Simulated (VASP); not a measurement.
Input of a VASP 6.6.1 run:

Contents of INCAR:

```
SYSTEM = ZrB
  PREC = Accurate
  ENCUT = 520
  EDIFF = 1E-6
  ISMEAR = 0
  SIGMA = 0.001
  LREAL = .False.
  LASPH = .True.
  NELM = 80
  ALGO = Normal
  ISIF = 2
  LWAVE = .False.
  LCHARG = .False.
  GGA = PE
  NBANDS = 14
```

The input KPOINTS:

```
regular mesh
0
Gamma
  12 12 12
  0 0 0
```

File POSCAR:

```
ZrB
1.0
    0.0000000000      2.4521217160      2.4521217160
    2.4521217160      0.0000000000      2.4521217160
    2.4521217160      2.4521217160      0.0000000000
Zr B
1 1
Direct
    0.5000000000      0.5000000000      0.5000000000
    0.0000000000      0.0000000000      0.0000000000
```

Potentials or basis: VASP PAW PBE potentials, release 64 (Zr_sv, B).

Command:

```sh
$ cat potpaw_PBE.64/Zr_sv/POTCAR potpaw_PBE.64/B/POTCAR > POTCAR
$ mpirun -np 1 vasp_std > vasp.out
```

Problem. Estimate the band gap on the k mesh.

Solution. Zero (an odd number of electrons rules out a gap without spin polarisation).

Problem. What does it give for the pressure?

Solution. 0.1 GPa.
